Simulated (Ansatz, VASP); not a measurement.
**NiSbO4: VASP beside Ansatz**

```
Ni Sb O
1.0
     0.00000    3.17411    3.17411
     3.17411    0.00000    3.17411
     3.17411    3.17411    0.00000
Ni Sb O
1 1 4
Cartesian
  1.5871 1.5871 1.5871
  0.0000 0.0000 0.0000
  3.9737 3.9737 3.9737
  2.3745 2.3745 3.9737
  2.3745 3.9737 2.3745
  3.9737 2.3745 2.3745
```

Change from the starting cell: species swapped into the HoInCo4 type (F-43m, No. 216).

Alike in both runs: functional PBE; k mesh 10 × 10 × 10; occupations gaussian, width 0.1 eV; collinear spin.

Ansatz relaxed the structure, and its values are those at the end. VASP's run is a single point on that final structure, the one shown.

|  | VASP | Ansatz |
| --- | --- | --- |
| version | VASP 6.6.1 | Ansatz 0.2.0 |
| potentials or method | VASP PAW PBE potentials, release 64 (Ni, Sb, O), cutoff 520 eV | scalar-relativistic, plane waves, PAW |
| valence electrons in the cell | 39 | 57 |

|  | VASP | Ansatz | Ansatz less VASP |
| --- | --- | --- | --- |
| gap on the k mesh at the Fermi level (eV) | none | none | - |
| pressure (GPa) | -0.6 | 0.0 | +0.68 |
| rms of the force components (eV/Å) | 0.005 | 0.003 | -0.0026 |
| net moment per atom (μB) | 0.13 | 0.13 | 0.000 |
| size of the moment on the site where the two differ most (μB) | 0.63 | 0.65 | +0.020 |

Site moments also hang on the region over which each program counts them. A gap of «none» marks a metal or a gap that the smearing closes. With one functional, cell and mesh, what is left measures potentials, basis and numerics. VASP's potentials hold 39 valence electrons a cell and Ansatz's 57, so a difference there can come from the potentials and not from the codes.

Spin-orbit coupling is off throughout.
